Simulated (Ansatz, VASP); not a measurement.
## P in VASP and in Ansatz

INCAR

```
SYSTEM = P
PREC = Accurate
ENCUT = 520
EDIFF = 1E-7
ISMEAR = -1
SIGMA = 0.05
LREAL = .False.
LASPH = .True.
NELM = 100
ALGO = Normal
ISIF = 2
LWAVE = .False.
LCHARG = .False.
GGA = PS
NBANDS = 12
```

The input KPOINTS:

```
regular mesh
0
Gamma
  11 11 11
  0 0 0
```

Contents of POSCAR:

```
P
1.0
    1.7257251780      0.9963478961      3.1296800121
   -1.7257251780      0.9963478961      3.1296800121
    0.0000000000     -1.9926957921      3.1296800121
P
2
Direct
    0.2270802500      0.2270802500      0.2270802500
    0.7729197500      0.7729197500      0.7729197500
```

Input for Ansatz:

```yaml
crystal:
  lattice:
    - [1.725725178, 0.9963478961, 3.1296800121]
    - [-1.725725178, 0.9963478961, 3.1296800121]
    - [0.0, -1.9926957921, 3.1296800121]
  atoms:
    - { symbol: P, position: [0.22708025, 0.22708025, 0.22708025] }
    - { symbol: P, position: [0.77291975, 0.77291975, 0.77291975] }
kpoints:
  mp_grid: { grid: [11, 11, 11] }
scf:
  occupations: { method: fermi_dirac, width: 0.05 }
hamiltonian:
  xc: pbesol
  pseudopotentials: { kind: all_electron, lapw: { basis_error: 0.001 } }
output:
  forces: true
  stress: true
  eigenvalues: true
  populations: true
```

Alike in both runs: task single point; functional PBEsol; k mesh 11 × 11 × 11; occupations fermi-dirac, width 0.05 eV; no spin polarisation.

```csv
,VASP,Ansatz
version,VASP 6.6.1,Ansatz 0.2.0
potentials or method,"VASP PAW PBE potentials, release 64 (P), cutoff 520 eV","all-electron LAPW, scalar-relativistic"
```

VASP gave:

* pressure (GPa): -1.8
* traceless stress, the component that is largest in VASP (GPa): -0.63
* rms of the force components (eV/Å): 0.166

Q: Estimate Ansatz's values.

A: Pressure (GPa): -1.8; traceless stress, the component that is largest in VASP (GPa): -0.75; rms of the force components (eV/Å): 0.179.

VASP's potentials were made for PBE, not for PBEsol. Atom by atom the forces differ by 0.013 eV/Å (rms over components). Ansatz ran all-electron here, and VASP with PAW potentials.
